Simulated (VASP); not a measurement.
Write the native input for VASP 6.6.1 that does the following.

```yaml
Task: single point
Functional: LDA
Potentials_or_basis: VASP PAW LDA potentials, release 64 (Zn, Se)
Cutoff: 520 eV
k_mesh: 8 × 8 × 6
Occupations: gaussian, width 0.05 eV
Spin: no spin polarisation
Dipole_correction: no
Further_INCAR_settings: ALGO = Normal; EDIFF = 1e-06; NBANDS = 26
```

The structure of ZnSe lies in POSCAR:

```
ZnSe
1.0
    3.9824792206      0.0000000000      0.0000000000
    0.0000000000      3.9824792206      0.0000000000
    0.0000000000      0.0000000000      5.2561416084
Zn Se
2 2
Direct
    0.0000000000      0.0000000000      0.0000000000
    0.5000000000      0.5000000000      0.0000000000
    0.0000000000      0.5000000000      0.2797006019
    0.5000000000      0.0000000000      0.7202993981
```

The input as run:

INCAR

```
SYSTEM = ZnSe
ALGO = Normal
EDIFF = 1E-6
ENCUT = 520
ISIF = 2
ISMEAR = 0
LASPH = .TRUE.
LCHARG = .TRUE.
LELF = .TRUE.
LREAL = .FALSE.
LVHAR = .TRUE.
LWAVE = .FALSE.
NBANDS = 26
NELM = 80
PREC = Accurate
SIGMA = 0.05
```

KPOINTS

```
k-points
0
G
  8 8 6
  0 0 0
```

Potentials or basis: VASP PAW LDA potentials, release 64 (Zn, Se).

Run with:

```console
$ cat potpaw_LDA.64/Zn/POTCAR potpaw_LDA.64/Se/POTCAR > POTCAR
$ mpirun -np 1 vasp_std > vasp.out
```

Results of the run:

The pressure is 0.4 GPa and the largest force is 0.070 eV/Å. The band gap on the k mesh is 1.58 eV, direct.

Run time: 76 s on 1 thread of Intel(R) Xeon(R) Platinum 8124M CPU @ 3.00GHz (Skylake/Cascade Lake), on a shared host, peak memory 0.23 GiB.
